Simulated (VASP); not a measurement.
# Be3TeO2 (Cmmm) in VASP: further runs, part 2 of 2

VASP 6.6.1.

**4. Single point, PBE**

This run uses another cell than the first one, of 13.46 Å³/atom, 1.110 times its volume.

Input file INCAR:

```
ALGO = Normal
EDIFF = 1E-6
ENCUT = 520
GGA = PE
ISIF = 2
ISMEAR = 0
LASPH = True
LCHARG = True
LELF = True
LREAL = False
LVHAR = True
LWAVE = False
NBANDS = 21
NELM = 100
PREC = Accurate
SIGMA = 0.1
```

Input file KPOINTS:

```
k-points
0
Gamma
  4 4 6
```

Input file POSCAR:

```
Be3TeO2
1.0
    2.4149836319     -6.5402924906      0.0000000000
    2.4149836319      6.5402924906      0.0000000000
    0.0000000000      0.0000000000      2.5575033241
Be Te O
3 1 2
Direct
    0.7539509350      0.2460490650      0.0000000000
    0.2460490650      0.7539509350      0.0000000000
    0.5000000000      0.5000000000      0.5000000000
    0.0000000000      0.0000000000      0.0000000000
    0.5000000000      0.0000000000      0.5000000000
    0.0000000000      0.5000000000      0.5000000000
```

Launch:

```
$ cat potpaw_PBE.64/Be/POTCAR potpaw_PBE.64/Te/POTCAR potpaw_PBE.64/O/POTCAR > POTCAR
$ mpirun -np 1 vasp_std > vasp.out
```

It took 56 s on 1 thread of Intel Xeon Platinum 8259CL at 2.50GHz (Skylake/Cascade Lake), shared host; peak memory 0.25 GiB.

Results (log left out):

```yaml
Free_energy: -30.0843 eV
Pressure: 0.2 GPa
Band_gap_on_the_k_mesh: zero (band 12 reaches 5.81 eV, above the bottom of band 13 at 3.87 eV)
```

Stress tensor (GPa, compression positive):
```
0.25 0.00 0.00
0.00 0.08 0.00
0.00 0.00 0.37
```

Levels at points of the mesh, in eV from the Fermi level:
| k point | band 9 | band 10 | band 11 | band 12 | band 13 | band 14 | band 15 | band 16 |
| --- | --- | --- | --- | --- | --- | --- | --- | --- |
| (0.00, 0.00, 0.00) | -2.83 | -2.67 | -2.05 | -1.74 | 1.97 | 2.55 | 4.76 | 4.87 |
| (0.50, 0.00, 0.00) | -2.85 | -2.57 | -2.57 | 0.08 | 2.49 | 2.55 | 4.35 | 5.76 |
| (0.50, 0.50, 0.00) | -2.87 | -2.75 | -2.06 | -1.74 | 1.07 | 5.18 | 5.38 | 5.78 |
| (0.00, 0.00, 0.50) | -1.83 | -1.01 | -0.68 | -0.66 | 0.05 | 1.27 | 2.45 | 3.45 |
| (0.50, 0.00, 0.50) | -3.65 | -2.59 | -2.49 | -0.16 | -0.05 | 4.01 | 4.36 | 5.01 |
| (0.50, 0.50, 0.50) | -1.80 | -1.01 | -0.63 | -0.08 | 0.04 | 1.18 | 2.62 | 2.81 |

Caveat: the k points lie up to 0.41 Å⁻¹ apart; spin-orbit coupling is left out, which moves the levels of the heavy elements.

**5. Relaxation of cell and atoms, PBE**

Input file INCAR:

```
PREC = Accurate
ENCUT = 600
EDIFF = 1E-6
ISMEAR = 0
SIGMA = 0.1
LREAL = False
LASPH = True
NELM = 60
ALGO = Normal
ISIF = 3
LWAVE = False
LCHARG = False
GGA = PE
IBRION = 2
NSW = 90
EDIFFG = -0.04
```

Input file KPOINTS:

```
regular mesh
0
Gamma
  4 4 4
```

Input file POSCAR:

```
Be3TeO2
1.0
    2.3053481100     -4.1489143200      0.0000000000
    2.3053481100      4.1489143200      0.0000000000
    0.0000000000      0.0000000000      3.8049941600
Be Te O
3 1 2
Direct
    0.6779564000      0.3220436000      0.0000000000
    0.3220436000      0.6779564000      0.0000000000
    0.5000000000      0.5000000000      0.5000000000
    0.0000000000      0.0000000000      0.0000000000
    0.5000000000      0.0000000000      0.5000000000
    0.0000000000      0.5000000000      0.5000000000
```

Launch:

```
$ cat potpaw_PBE.64/Be/POTCAR potpaw_PBE.64/Te/POTCAR potpaw_PBE.64/O/POTCAR > POTCAR
$ mpirun -np 1 vasp_std > vasp.out
```

Run time: 9.6 min. Hardware: 1 thread of Intel Xeon Platinum 8259CL at 2.50GHz (Skylake/Cascade Lake), shared host; peak memory 0.24 GiB.

Results (log left out):

* Free energy: -29.1435 eV
* Relaxed volume: 11.91 Å³/atom
* Relaxed cell: a = 6.106 Å, b = 6.106 Å, c = 2.695 Å, α = 90.00°, β = 90.00°, γ = 134.66°
* Space group after relaxing (to 0.05 Å): Cmmm (No. 65)
* Energy gained by relaxing: 1117.8 meV/atom
* Ionic steps: 29
* Pressure after relaxing: 0.0 GPa
* Band gap on the k mesh: zero (band 12 reaches 7.34 eV, above the bottom of band 13 at 5.39 eV)

Forces in eV/Å, atoms in the order of the input:
```
Be   0.000  0.003  0.000
Be   0.000 -0.003  0.000
Be   0.000  0.000  0.000
Te   0.000  0.000  0.000
O    0.000  0.000  0.000
O    0.000  0.000  0.000
```

Stress tensor (GPa, compression positive):
```
-0.03  0.00  0.00
 0.00 -0.19  0.00
 0.00  0.00  0.17
```

Step by step:
| step | energy change (eV) | largest force (eV/Å) | pressure (GPa) | volume (Å³) |
| --- | --- | --- | --- | --- |
| 1 | 0.0000 | 1.0166 | -9.42 | 72.79 |
| 2 | -0.5025 | 1.1055 | -0.29 | 65.50 |
| 3 | -0.6279 | 1.1698 | 7.96 | 61.18 |
| 4 | -1.0096 | 1.4017 | 10.45 | 59.88 |
| 5 | -2.8018 | 1.6268 | 21.38 | 55.59 |
| 6 | 0.7429 | 0.5480 | 112.48 | 45.08 |
| 7 | -3.4255 | 1.3514 | 31.35 | 53.33 |
| 8 | -3.3909 | 0.8521 | 45.98 | 51.02 |
| 9 | -3.5038 | 1.0736 | 39.56 | 51.92 |
| 10 | -3.7187 | 0.9458 | 39.45 | 52.24 |
| 11 | -3.9655 | 0.6651 | 39.93 | 52.97 |
| 12 | -3.9754 | 0.6793 | 40.45 | 53.21 |
| 13 | -4.4126 | 0.7212 | 32.81 | 54.97 |
| 14 | -5.3288 | 0.8364 | 14.79 | 60.47 |
| 15 | -5.8391 | 0.9704 | -6.06 | 72.49 |
| 16 | -5.8504 | 0.9589 | -4.37 | 71.06 |
| 17 | -6.0433 | 0.9612 | -3.76 | 71.25 |
| 18 | -6.4857 | 0.7746 | -2.49 | 71.66 |
| 19 | -6.2524 | 0.2468 | 1.32 | 71.67 |
| 20 | -6.6110 | 0.6013 | -1.72 | 71.79 |
| 21 | -6.6592 | 0.4769 | 0.36 | 71.16 |
| 22 | -6.6685 | 0.3924 | 1.74 | 70.76 |
| 23 | -6.6837 | 0.3079 | 0.77 | 71.33 |
| 24 | -6.6948 | 0.1484 | -0.91 | 72.39 |
| 25 | -6.7025 | 0.0912 | -0.79 | 72.16 |
| 26 | -6.7039 | 0.0430 | -0.72 | 72.02 |
| 27 | -6.7064 | 0.0016 | 0.24 | 71.44 |
| 28 | -6.7064 | 0.0013 | 0.23 | 71.43 |
| 29 | -6.7070 | 0.0026 | -0.02 | 71.46 |

Final structure:
```
CELL_PARAMETERS angstrom
2.35350 -5.63406 0.00000
2.35350 5.63406 0.00000
0.00000 0.00000 2.69479
ATOMIC_POSITIONS crystal
Be 0.76473 0.23527 0.00000
Be 0.23527 0.76473 0.00000
Be 0.50000 0.50000 0.50000
Te 0.00000 0.00000 0.00000
O 0.50000 0.00000 0.50000
O 0.00000 0.50000 0.50000
```

Levels at points of the mesh, in eV from the Fermi level:
| k point | band 9 | band 10 | band 11 | band 12 | band 13 | band 14 | band 15 | band 16 |
| --- | --- | --- | --- | --- | --- | --- | --- | --- |
| (0.00, 0.00, 0.00) | -1.79 | -1.70 | -0.77 | -0.72 | 2.98 | 3.51 | 5.26 | 6.24 |
| (0.50, 0.00, 0.00) | -2.68 | -2.68 | -1.20 | 1.22 | 3.27 | 3.89 | 5.43 | 6.47 |
| (0.50, 0.50, 0.00) | -2.48 | -1.77 | -1.70 | -0.78 | 1.40 | 5.98 | 6.20 | 6.77 |
| (0.00, 0.00, 0.50) | -1.66 | -1.58 | -0.49 | -0.07 | 0.23 | 1.83 | 2.64 | 5.18 |
| (0.50, 0.00, 0.50) | -3.56 | -2.59 | -2.19 | -0.73 | 0.24 | 4.36 | 4.40 | 5.94 |
| (0.50, 0.50, 0.50) | -1.51 | -0.32 | -0.22 | -0.06 | 0.21 | 1.46 | 3.10 | 4.11 |

Caveat: the k points lie up to 0.58 Å⁻¹ apart in the final cell; spin-orbit coupling is left out, which moves the levels of the heavy elements.

**6. Relaxation of cell and atoms, PBE**

This run uses another cell than the first one, of 12.64 Å³/atom, 1.042 times its volume.

Input file INCAR:

```
SYSTEM = Be3TeO2
  ALGO = Normal
  EDIFF = 1E-7
  EDIFFG = -0.04
  ENCUT = 600
  GGA = PE
  IBRION = 2
  ISIF = 3
  ISMEAR = 0
  LASPH = .True.
  LCHARG = .False.
  LREAL = .False.
  LWAVE = .False.
  NELM = 80
  NSW = 90
  PREC = Accurate
  SIGMA = 0.1
```

Input file KPOINTS:

```
k-points
0
Gamma
  4 4 6
  0 0 0
```

Input file POSCAR:

```
Be3TeO2
1.0
    2.3403544305     -6.0300503618      0.0000000000
    2.3403544305      6.0300503618      0.0000000000
    0.0000000000      0.0000000000      2.6873767502
Be Te O
3 1 2
Direct
    0.7613510220      0.2386489780      0.0000000000
    0.2386489780      0.7613510220      0.0000000000
    0.5000000000      0.5000000000      0.5000000000
    0.0000000000      0.0000000000      0.0000000000
    0.5000000000      0.0000000000      0.5000000000
    0.0000000000      0.5000000000      0.5000000000
```

Potentials or basis: VASP PAW PBE potentials, release 64 (Be, Te, O).

Launch:

```
$ cat potpaw_PBE.64/Be/POTCAR potpaw_PBE.64/Te/POTCAR potpaw_PBE.64/O/POTCAR > POTCAR
$ mpirun -np 1 vasp_std > vasp.out
```

Wall time 9.7 min (1 thread of Intel Xeon Platinum 8259CL at 2.50GHz (Skylake/Cascade Lake), shared host); peak memory 0.3 GiB.

It converged, with:

- Free energy: -30.0856 eV
- Relaxed volume: 13.47 Å³/atom
- Relaxed cell: a = 6.975 Å, b = 6.975 Å, c = 2.559 Å, α = 90.00°, β = 90.00°, γ = 139.51°
- Space group after relaxing (to 0.05 Å): Cmmm (No. 65)
- Energy gained by relaxing: 75.9 meV/atom
- Ionic steps: 14
- Pressure after relaxing: 0.1 GPa
- Largest force after relaxing: 0.024 eV/Å
- Band gap on the k mesh: zero (band 12 reaches 5.80 eV, above the bottom of band 13 at 3.87 eV)

Forces in eV/Å, atoms in the order of the input:
```
Be   0.000  0.024  0.000
Be   0.000 -0.024  0.000
Be   0.000  0.000  0.000
Te   0.000  0.000  0.000
O    0.000  0.000  0.000
O    0.000  0.000  0.000
```

Stress tensor (GPa, compression positive):
```
 0.40  0.00  0.00
 0.00 -0.01  0.00
 0.00  0.00 -0.03
```

The path:
| step | energy change (eV) | largest force (eV/Å) | pressure (GPa) | volume (Å³) |
| --- | --- | --- | --- | --- |
| 1 | 0.0000 | 0.3260 | -2.43 | 75.85 |
| 2 | -0.1328 | 0.2855 | 7.36 | 73.38 |
| 3 | -0.4062 | 0.3153 | 1.99 | 74.53 |
| 4 | -0.4061 | 0.3147 | 2.10 | 74.50 |
| 5 | -0.4214 | 0.2201 | -0.27 | 76.05 |
| 6 | -0.4214 | 0.2189 | -0.30 | 76.07 |
| 7 | -0.4307 | 0.1429 | -0.07 | 76.34 |
| 8 | -0.4426 | 0.0776 | 0.21 | 77.14 |
| 9 | -0.4455 | 0.0931 | 0.93 | 77.66 |
| 10 | -0.4460 | 0.0892 | 0.74 | 77.53 |
| 11 | -0.4506 | 0.0654 | 0.23 | 78.54 |
| 12 | -0.4532 | 0.0085 | -0.84 | 80.97 |
| 13 | -0.4535 | 0.0225 | -0.59 | 80.38 |
| 14 | -0.4556 | 0.0243 | 0.12 | 80.84 |

Final structure:
```
Be Te O
1.0
     2.41350   -6.54404    0.00000
     2.41350    6.54404    0.00000
     0.00000    0.00000    2.55910
Be Te O
3 1 2
Direct
  0.75423 0.24577 0.00000
  0.24577 0.75423 0.00000
  0.50000 0.50000 0.50000
  0.00000 0.00000 0.00000
  0.50000 0.00000 0.50000
  0.00000 0.50000 0.50000
```

Levels at points of the mesh, in eV from the Fermi level:
| k point | band 8 | band 9 | band 10 | band 11 | band 12 | band 13 | band 14 | band 15 | band 16 |
| --- | --- | --- | --- | --- | --- | --- | --- | --- | --- |
| (0.00, 0.00, 0.00) | -3.05 | -2.83 | -2.67 | -2.03 | -1.74 | 1.99 | 2.55 | 4.78 | 4.87 |
| (0.50, 0.00, 0.00) | -4.37 | -2.84 | -2.57 | -2.57 | 0.09 | 2.50 | 2.57 | 4.35 | 5.77 |
| (0.50, 0.50, 0.00) | -3.25 | -2.86 | -2.74 | -2.03 | -1.74 | 1.09 | 5.17 | 5.38 | 5.78 |
| (0.00, 0.00, 0.50) | -3.19 | -1.82 | -0.99 | -0.69 | -0.67 | 0.06 | 1.27 | 2.45 | 3.45 |
| (0.50, 0.00, 0.50) | -4.34 | -3.65 | -2.58 | -2.48 | -0.17 | -0.06 | 4.01 | 4.37 | 5.01 |
| (0.50, 0.50, 0.50) | -3.03 | -1.79 | -0.99 | -0.64 | -0.09 | 0.04 | 1.18 | 2.62 | 2.81 |

Caveat: the k points lie up to 0.41 Å⁻¹ apart in the final cell; spin-orbit coupling is left out, which moves the levels of the heavy elements.

**7. Summary**

```tsv
task	cell	k mesh	cutoff (eV)	gap on the mesh (eV)	pressure (GPa)	relaxed volume (Å³/atom)	largest force (eV/Å)
single point	a = 4.746, b = 4.746, c = 3.805 Å, angles 90.0, 90.0, 121.9°, 6 atoms	4 × 4 × 4	520	none	-9.4	-	1.02
single point	a = 6.468, b = 6.468, c = 2.687 Å, angles 90.0, 90.0, 137.6°, 6 atoms	4 × 4 × 4	520	none	0.3	-	-
single point	a = 6.972, b = 6.972, c = 2.558 Å, angles 90.0, 90.0, 139.5°, 6 atoms	4 × 4 × 6	520	none	0.2	-	-
relaxation of cell and atoms	relaxed from a = 4.746, b = 4.746, c = 3.805 Å, angles 90.0, 90.0, 121.9°, 6 atoms	4 × 4 × 4	600	none	0.0	11.91	-
relaxation of cell and atoms	relaxed from a = 6.468, b = 6.468, c = 2.687 Å, angles 90.0, 90.0, 137.6°, 6 atoms	4 × 4 × 6	600	none	0.1	13.47	0.02
```

Alike in all rows: level PBE; potentials or basis VASP PAW PBE potentials, release 64 (Be, Te, O); no spin polarisation; smearing gaussian 0.1 eV.

Caveats: all runs use coarse meshes; spin-orbit coupling is left out, which moves the levels of the heavy elements; forces of over 1 eV/Å act on the atoms, so gaps and moduli don't describe the material at rest (some runs).

Absolute energies hang on the potentials; compare differences alone.
